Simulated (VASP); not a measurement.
A run of VASP 6.6.1:

The input INCAR:

```
SYSTEM = Ca
  PREC = Accurate
  ENCUT = 520
  EDIFF = 1E-7
  ISMEAR = 0
  SIGMA = 0.15
  LREAL = .False.
  LASPH = .True.
  NELM = 60
  ALGO = Normal
  ISIF = 2
  LWAVE = .False.
  LCHARG = .False.
  GGA = PS
  NBANDS = 11
```

File KPOINTS:

```
regular mesh
0
Gamma
  14 14 14
  0 0 0
```

The input POSCAR:

```
Ca
1.0
    0.0000000000      2.7942000000      2.7942000000
    2.6544900000      0.0000000000      2.7942000000
    2.6544900000      2.7942000000      0.0000000000
Ca
1
Direct
    0.0000000000      0.0000000000      0.0000000000
```

Potentials or basis: VASP PAW PBE potentials, release 64 (Ca_sv).

Run with:

```sh
$ cat potpaw_PBE.64/Ca_sv/POTCAR > POTCAR
$ mpirun -np 1 vasp_std > vasp.out
```

Hardware: 1 thread of Intel(R) Xeon(R) Platinum 8488C (Sapphire Rapids), on a shared host.

Task: Estimate the wall time of this run.

Result: Wall time 81 s on 1 thread of Intel(R) Xeon(R) Platinum 8488C (Sapphire Rapids), with other jobs on the host, peak memory 0.25 GiB. Counts: scf iterations 12, k points 244.
